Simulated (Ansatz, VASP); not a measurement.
One calculation of Li2O, two programs

Contents of INCAR:

```
SYSTEM = Li2O
PREC = Accurate ; ENCUT = 750
EDIFF = 1E-6 ; ISMEAR = 0
SIGMA = 0.01 ; LREAL = .False.
LASPH = .True. ; NELM = 120
ALGO = Normal ; ISIF = 2
LWAVE = .False. ; LCHARG = .False.
GGA = PS ; NBANDS = 13
GGA_COMPAT = .False.
```

The input KPOINTS:

```
regular mesh
0
Gamma
  8 8 8
  0 0 0
```

Contents of POSCAR:

```
Li2O
1.0
    0.0000000000      2.3050000000      2.3050000000
    2.3050000000      0.0000000000      2.3050000000
    2.3050000000      2.3050000000      0.0000000000
Li O
2 1
Direct
    0.2500000000      0.2500000000      0.2500000000
    0.7500000000      0.7500000000      0.7500000000
    0.0000000000      0.0000000000      0.0000000000
```

Input for Ansatz:

```yaml
crystal:
  lattice:
    - [0.0, 2.305, 2.305]
    - [2.305, 0.0, 2.305]
    - [2.305, 2.305, 0.0]
  atoms:
    - { symbol: Li, position: [0.25, 0.25, 0.25] }
    - { symbol: Li, position: [0.75, 0.75, 0.75] }
    - { symbol: O, position: [0.0, 0.0, 0.0] }
basis:
  ecutwfc: 470.0
kpoints:
  mp_grid:
    grid: [8, 8, 8]
hamiltonian:
  xc: pbesol
  pseudopotentials:
    kind: paw
scf:
  occupations:
    method: fixed
output:
  stress: true
```

Alike in both runs: task single point; functional PBEsol; k mesh 8 × 8 × 8; no spin polarisation.

```csv
,VASP,Ansatz
version,VASP 6.6.1,Ansatz 0.2.0
potentials or method,"VASP PAW PBE potentials, release 64 (Li_sv, O), cutoff 750 eV","plane waves, PAW"
occupations,"gaussian, width 0.01 eV",fixed
valence electrons in the cell,12,12
```

|  | VASP | Ansatz | Ansatz less VASP |
| --- | --- | --- | --- |
| pressure (GPa) | -1.5 | -1.6 | -0.08 |

VASP's potentials were made for PBE, not for PBEsol.
